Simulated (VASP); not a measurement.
# TaN in VASP: notebook

The runs below take TaN through single point, with PBE.

Everything below comes from runs of VASP 6.6.1. Logs are shortened: lines on timing, memory, paths and dates and some standing lists are left out, and cuts for length are marked.

**1. The cell of the first run**

The structure is trigonal, space group R-3m (No. 166). The conventional cell has a = 3.144 Å, b = 3.144 Å, c = 7.553 Å, α = 90.00°, β = 90.00°, γ = 120.00°. Within 2.9 Å of Ta (site symmetry -3m) lie 6 N at 2.21 Å. Within 2.9 Å of N (site symmetry -3m) lie 6 Ta at 2.21 Å.

**2. Single point, PBE**

File INCAR:

```
ALGO = Normal
EDIFF = 1E-6
ENCUT = 520
GGA = PE
ISIF = 2
ISMEAR = 0
LASPH = True
LCHARG = False
LREAL = False
LWAVE = False
NBANDS = 24
NELM = 100
PREC = Accurate
SIGMA = 0.1
```

File KPOINTS:

```
k-points
0
Gamma
  6 6 6
```

File POSCAR:

```
TaN
1.0
    1.5717809869      0.9074681759      5.0352675583
   -1.5717809869      0.9074681759      5.0352675583
    0.0000000000     -1.8149363517      5.0352675583
Ta N
2 2
Direct
    0.5000000000      0.5000000000      0.5000000000
    0.0000000000      0.0000000000      0.0000000000
    0.2499995320      0.2499995320      0.2499995320
    0.7500004680      0.7500004680      0.7500004680
```

Potentials or basis: VASP PAW PBE potentials, release 64 (Ta_pv, N).

The run is started by

```console
$ cat potpaw_PBE.64/Ta_pv/POTCAR potpaw_PBE.64/N/POTCAR > POTCAR
$ mpirun -np 1 vasp_std > vasp.out
```

OUTCAR:

```text
EDIFF = 1E-6
   ENCUT = 520
   GGA = PE
   ISIF = 2
   ISMEAR = 0
   LASPH = True
   LREAL = False
   NELM = 100
   PREC = Accurate

 ion  position               nearest neighbor table
   1  0.500  0.500  0.500-   3 2.21   4 2.21   3 2.21   3 2.21   4 2.21   4 2.21   2 3.10   2 3.10
                             2 3.10   2 3.10   2 3.10   2 3.10
   2  0.000  0.000  0.000-   4 2.21   3 2.21   4 2.21   4 2.21   3 2.21   3 2.21   1 3.10   1 3.10
                             1 3.10   1 3.10   1 3.10   1 3.10
   3  0.250  0.250  0.250-   1 2.21   1 2.21   1 2.21   2 2.21   2 2.21   2 2.21
   4  0.750  0.750  0.750-   1 2.21   1 2.21   1 2.21   2 2.21   2 2.21   2 2.21

  LATTYP: Found a trigonal (rhomboedric) cell.
 ALAT       =     5.3523745520
 COS(alpha) =     0.8275270215

  Lattice vectors:

 A1 = (   1.5717809869,   0.9074681759,   5.0352675583)
 A2 = (  -1.5717809869,   0.9074681759,   5.0352675583)
 A3 = (   0.0000000000,  -1.8149363517,   5.0352675583)

Analysis of symmetry for initial positions (statically):
=====================================================================
 Subroutine PRICEL returns following result:

  LATTYP: Found a trigonal (rhomboedric) cell.
 ALAT       =     3.1036226908
 COS(alpha) =     0.4870485983

  Lattice vectors:

 A1 = (   0.0000000000,   1.8149363518,   2.5176337792)
 A2 = (  -1.5717809869,  -0.9074681758,   2.5176337791)
 A3 = (   1.5717809869,  -0.9074681758,   2.5176337792)

   2 primitive cells build up your supercell.

 Routine SETGRP: Setting up the symmetry group for a
 trigonal (rhombohedral) supercell.

 Subroutine GETGRP returns: Found 12 space group operations
 (whereof 12 operations were pure point group operations)
 out of a pool of 12 trial point group operations.

The static configuration has the point symmetry D_3d.

Analysis of symmetry for dynamics (positions and initial velocities):
=====================================================================
 Subroutine PRICEL returns following result:

  LATTYP: Found a trigonal (rhomboedric) cell.
 ALAT       =     3.1036226908
 COS(alpha) =     0.4870485983

  Lattice vectors:

 A1 = (   0.0000000000,   1.8149363518,   2.5176337792)
 A2 = (  -1.5717809869,  -0.9074681758,   2.5176337791)
 A3 = (   1.5717809869,  -0.9074681758,   2.5176337792)

   2 primitive cells build up your supercell.

 Routine SETGRP: Setting up the symmetry group for a
 trigonal (rhombohedral) supercell.

 Subroutine GETGRP returns: Found 12 space group operations
 (whereof 12 operations were pure point group operations)
 out of a pool of 12 trial point group operations.

The dynamic configuration has the point symmetry D_3d.

 Subroutine INISYM returns: Found 12 space group operations
 (whereof 12 operations are pure point group operations),
 and found     2 'primitive' translations

----------------------------------------------------------------------------------------

                                     Primitive cell

  volume of cell :      21.5460

  direct lattice vectors                    reciprocal lattice vectors
     0.000000000  1.814936352  2.517633779    -0.000000000  0.367322339  0.132399452
    -1.571780987 -0.907468176  2.517633779    -0.318110477 -0.183661170  0.132399452
     1.571780987 -0.907468176  2.517633779     0.318110477 -0.183661170  0.132399452

  length of vectors
     3.103622691  3.103622691  3.103622691     0.390455268  0.390455268  0.390455268

  position of ions in fractional coordinates (direct lattice)
     1.000000000  1.000000000  1.000000000
     0.499999064  0.499999064  0.499999064

  ion indices of the primitive-cell ions
   primitive index   ion index
                 1           1
                 2           3

----------------------------------------------------------------------------------------

 KPOINTS: k-points

Automatic generation of k-mesh.
 Grid dimensions read from file:
 generate k-points for:    6    6    6

 Generating k-lattice:

  Cartesian coordinates                     Fractional coordinates (reciprocal lattice)
     0.053018413  0.030610195  0.011033288     0.166666667 -0.000000000 -0.000000000
    -0.053018413  0.030610195  0.011033288    -0.000000000  0.166666667 -0.000000000
     0.000000000 -0.061220390  0.011033288     0.000000000  0.000000000  0.166666667

  Length of vectors
     0.062206668  0.062206668  0.062206668

  Shift w.r.t. Gamma in fractional coordinates (k-lattice)
     0.000000000  0.000000000  0.000000000

 Subroutine IBZKPT returns following result:
 ===========================================

 Found     32 irreducible k-points:

 Following reciprocal coordinates:
            Coordinates               Weight
  0.000000  0.000000  0.000000      1.000000
  0.166667  0.000000 -0.000000      6.000000
  0.333333  0.000000 -0.000000      6.000000
  0.500000 -0.000000 -0.000000      3.000000
  0.166667  0.166667 -0.000000      6.000000
  0.333333  0.166667 -0.000000     12.000000
[... 16 lines left out ...]
  0.500000  0.500000  0.166667      6.000000
 -0.333333  0.500000  0.166667     12.000000
 [... further k-points ...]
   k-points           NKPTS =     32   k-points in BZ     NKDIM =     32   number of bands    NBANDS=     24
   number of dos      NEDOS =    301   number of ions     NIONS =      4
   total plane-waves  NPLWV =  64000
   dimension x,y,z NGX =    40 NGY =   40 NGZ =   40
   dimension x,y,z NGXF=    80 NGYF=   80 NGZF=   80
   ions per type =               2   2
   NGX,Y,Z   is equivalent  to a cutoff of  12.42, 12.42, 12.42 a.u.
   NGXF,Y,Z  is equivalent  to a cutoff of  24.85, 24.85, 24.85 a.u.
 SYSTEM =  unknown system
   PREC   = accura    normal or accurate (medium, high low for compatibility)
   ISTART =      0    job   : 0-new  1-cont  2-samecut
   ICHARG =      2    charge: 1-file 2-atom 10-const
   ISPIN  =      1    spin polarized calculation?
   LNONCOLLINEAR =      F non collinear calculations
   LSORBIT =      F    spin-orbit coupling
   LASPH  =      T    aspherical Exc in radial PAW
   ENCUT  =  520.0 eV  38.22 Ry    6.18 a.u.   9.95  9.95  9.95*2*pi/ulx,y,z
   NELM   =    100;   NELMIN=  2; NELMDL= -5     # of ELM steps
   EDIFF  = 0.1E-05   stopping-criterion for ELM
   LREAL  =      F    real-space projection
   EDIFFG = 0.1E-04   stopping-criterion for IOM
   NSW    =      0    number of steps for IOM
   IBRION =     -1    ionic relax: 0-MD 1-quasi-New 2-CG
   NFREE  =      0    steps in history (QN), initial steepest desc. (CG)
   ISIF   =      2    stress and relaxation
   ISYM   =      2    0-nonsym 1-usesym 2-fastsym
   POTIM  = 0.5000    time-step for ionic-motion
   TEBEG  =    0.0;   TEEND  =   0.0 temperature during run
   PSTRESS=    0.0 pullay stress
   NELECT =      32.0000    total number of electrons
   NUPDOWN=      -1.0000    fix difference up-down
   EMIN   =  10.00;   EMAX   =-10.00  energy-range for DOS
   EFERMI =   0.00;   METHOD = LEGACY
   ISMEAR =     0;   SIGMA  =   0.10  broadening in eV -4-tet -1-fermi 0-gaus
   EFERMI_NEDOS =   21; number of points for ismear=-14 and -15
   IALGO  =     38    algorithm
   IMIX   =      4    mixing-type and parameters
     AMIX     =   0.40;   BMIX     =  1.00
     AMIX_MAG =   1.60;   BMIX_MAG =  1.00
  volume/ion in A,a.u.               =      10.77        72.70
  Fermi-wavevector in a.u.,A,eV,Ry     =   1.482492  2.801504 29.902654  2.197783
  Thomas-Fermi vector in A             =   2.596271
   LORBIT       =      0    0 simple, 1 ext, 2 COOP (PROOUT), +10 PAW based schemes
   GGA     = PE    functional components
   LHFCALC =     F    Hartree Fock is set to
   AEXX    =    0.0000 exact exchange contribution
   IVDW    =     0    specifies the selected vdW correction
   LEPSILON=     F    determine dielectric tensor
   LRPA    =     F    only Hartree local field effects (RPA)
 non-spin polarized calculation
 Gauss-broadening in eV      SIGMA  =   0.10
  energy-cutoff  :      520.00
  volume of cell :       43.09
 maximum number of plane-waves:      1173
   NGX = 19   NGY = 19   NGZ = 19

 number of electron      32.0000000 magnetization

 Free energy of the ion-electron system (eV)
  ---------------------------------------------------
  ext. energy  EPLUGINS =         0.00000000
  ---------------------------------------------------
  free energy    TOTEN  =       -43.63088158 eV

  energy without entropy =      -43.62011548  energy(sigma->0) =      -43.62549853

 E-fermi :   9.3569     XC(G=0): -13.3649

 val. band max:        9.3527713892   @ k =   0.3333   0.3333   0.1667
 cond. band min:       9.4128245453   @ k =   0.3333   0.1667   0.1667
 fundamental gap:      0.0600531561
 Fermi energy:         9.3568831352

 k-point     1 :       0.0000    0.0000    0.0000
  band No.  band energies     occupation
      1     -27.2257      2.00000
      2     -26.5127      2.00000
      3     -26.5127      2.00000
      4     -26.4238      2.00000
      5     -26.4238      2.00000
      6     -26.3874      2.00000
[... 16 lines left out ...]
     23      11.4299      0.00000
     24      13.1077      0.00000

 k-point     2 :       0.1667    0.0000   -0.0000
  band No.  band energies     occupation
      1     -27.1426      2.00000
      2     -26.6479      2.00000
      3     -26.5871      2.00000
      4     -26.5396      2.00000
      5     -26.4622      2.00000
      6     -26.4185      2.00000
[... 16 lines left out ...]
     23      13.1594      0.00000
     24      14.4355      0.00000

 k-point     3 :       0.3333    0.0000   -0.0000
  band No.  band energies     occupation
      1     -26.9464      2.00000
      2     -26.9018      2.00000
      3     -26.8943      2.00000
      4     -26.5879      2.00000
      5     -26.5427      2.00000
      6     -26.5197      2.00000
[... 16 lines left out ...]
     23      13.4107      0.00000
     24      15.7180      0.00000
[... 514 lines left out ...]
 k-point    23 :       0.5000    0.5000    0.1667
  band No.  band energies     occupation
      1     -27.0769      2.00000
      2     -27.0219      2.00000
      3     -26.6543      2.00000
      4     -26.6401      2.00000
      5     -26.5126      2.00000
      6     -26.4748      2.00000
[... 16 lines left out ...]
     23      13.7071      0.00000
     24      15.1278      0.00000

 k-point    24 :      -0.3333    0.5000    0.1667
  band No.  band energies     occupation
      1     -27.1317      2.00000
      2     -27.0416      2.00000
      3     -26.7435      2.00000
      4     -26.6184      2.00000
      5     -26.6074      2.00000
      6     -26.5262      2.00000
[... 16 lines left out ...]
     23      14.4594      0.00000
     24      15.3052      0.00000

 [... further k-points ...]

------------------------ aborting loop because EDIFF is reached ----------------------------------------

  FORCE on cell =-STRESS in cart. coord.  units (eV):
  Direction    XX          YY          ZZ          XY          YZ          ZX
  --------------------------------------------------------------------------------------
  -------------------------------------------------------------------------------------
  Total        0.2034750      0.2034750      0.2174156     -0.0000000      0.0000000      0.0000000
  in kB        7.5652686      7.5652686      8.0835845     -0.0000000      0.0000000      0.0000000
  external PRESSURE =       7.7380406 kB  Pullay stress =       0.0000000 kB

 VOLUME and BASIS-vectors are now :
 -----------------------------------------------------------------------------
  energy-cutoff  :      520.00
  volume of cell :       43.09
      direct lattice vectors                 reciprocal lattice vectors
     1.571780987  0.907468176  5.035267558     0.318110477  0.183661170  0.066199726
    -1.571780987  0.907468176  5.035267558    -0.318110477  0.183661170  0.066199726
     0.000000000 -1.814936352  5.035267558     0.000000000 -0.367322339  0.066199726

 POSITION                                       TOTAL-FORCE (eV/Angst)
 -----------------------------------------------------------------------------------
      0.00000      0.00000      7.55290        -0.000000      0.000000     -0.000000
      0.00000      0.00000      0.00000         0.000000      0.000000     -0.000000
      0.00000      0.00000      3.77644        -0.000000     -0.000000      0.000000
      0.00000      0.00000     11.32936        -0.000000     -0.000000     -0.000000
 -----------------------------------------------------------------------------------
    total drift:                                0.000000      0.000000     -0.000000

  FREE ENERGIE OF THE ION-ELECTRON SYSTEM (eV)
  ---------------------------------------------------
  free  energy   TOTEN  =       -43.6308815753 eV

  energy  without entropy=      -43.6201154778  energy(sigma->0) =      -43.62549853
```

Wall time 94 s (1 thread of Intel Xeon 8259CL, shared host); peak memory 0.25 GiB.

What came out:

```
Free energy            : -43.6309 eV
Pressure               : 0.8 GPa
Band gap on the k mesh : zero (bands 16 and 17 overlap by 3.55 eV)
```

Levels at points of the mesh, in eV from the Fermi level:
```tsv
k point	band 13	band 14	band 15	band 16	band 17	band 18	band 19	band 20
(0.00, 0.00, 0.00)	-3.78	-3.67	-2.13	-2.13	-1.84	0.10	0.10	1.46
(0.50, 0.00, 0.00)	-6.29	-6.29	-1.88	-1.88	2.37	2.37	2.46	2.46
(0.50, 0.50, 0.00)	-5.34	-4.62	-4.51	1.71	1.75	2.10	2.22	3.49
(0.50, 0.50, 0.50)	-6.26	-6.26	-0.75	-0.75	-0.39	-0.39	-0.39	-0.39
```

Caveat: the k points lie up to 0.39 Å⁻¹ apart, too coarse for converged energies and pressures of a metal; spin-orbit coupling is left out, which moves the levels of the heavy elements.

(Part 1 of 2 ends here.)
